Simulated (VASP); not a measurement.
Write the native input for VASP 6.6.1 that does the following.

```
Task                   : single point
Functional             : PBE
Potentials or basis    : VASP PAW PBE potentials, release 64 (Ge_d, Sb, O)
Cutoff                 : 520 eV
k mesh                 : 6 × 6 × 4
Occupations            : gaussian, width 0.1 eV
Spin                   : no spin polarisation
Dipole correction      : no
Further INCAR settings : ALGO = Normal; EDIFF = 1e-06; NBANDS = 34
```

The structure of Ge2SbO3 lies in POSCAR:

```
Ge2SbO3
1.0
    6.4549071761     -0.0000000040      0.0000000000
   -3.2274535846      5.5901135955      0.0000000000
    0.0000000000      0.0000000000      2.8831343829
Ge Sb O
2 1 3
Direct
    0.3333333333      0.6666666667      0.5000000000
    0.6666666667      0.3333333333      0.5000000000
    0.0000000000      0.0000000000      0.5000000000
    0.5000000000      0.0000000000      0.5000000000
    0.0000000000      0.5000000000      0.5000000000
    0.5000000000      0.5000000000      0.5000000000
```

The cell was generated, and may not be a known phase.

The input as run:

INCAR

```
SYSTEM = Ge2SbO3
  PREC = Accurate
  ENCUT = 520
  EDIFF = 1E-6
  ISMEAR = 0
  SIGMA = 0.1
  LREAL = .False.
  LASPH = .True.
  NELM = 80
  ALGO = Normal
  ISIF = 2
  LWAVE = .False.
  LCHARG = .True.
  GGA = PE
  LELF = .True.
  LVHAR = .True.
  NBANDS = 34
```

KPOINTS

```
Automatic mesh
0
Gamma
  6 6 4
  0 0 0
```

Potentials or basis: VASP PAW PBE potentials, release 64 (Ge_d, Sb, O).

Launch:

```sh
$ cat potpaw_PBE.64/Ge_d/POTCAR potpaw_PBE.64/Sb/POTCAR potpaw_PBE.64/O/POTCAR > POTCAR
$ mpirun -np 1 vasp_std > vasp.out
```

It gave:

| Quantity | Value |
| --- | --- |
| Pressure | -0.2 GPa |
| Band gap on the k mesh | zero (an odd number of electrons rules out a gap without spin polarisation) |

Caveat: the k points lie up to 0.54 Å⁻¹ apart, too coarse for converged energies and pressures of a metal; spin-orbit coupling is left out, which moves the levels of the heavy elements; an odd number of electrons without spin polarisation forces a metal; a magnetic or distorted state may lie lower.

Wall time 110 s on 1 thread of Oxide Virtual Turin-like Processor, with other jobs on the host, peak memory 0.22 GiB.
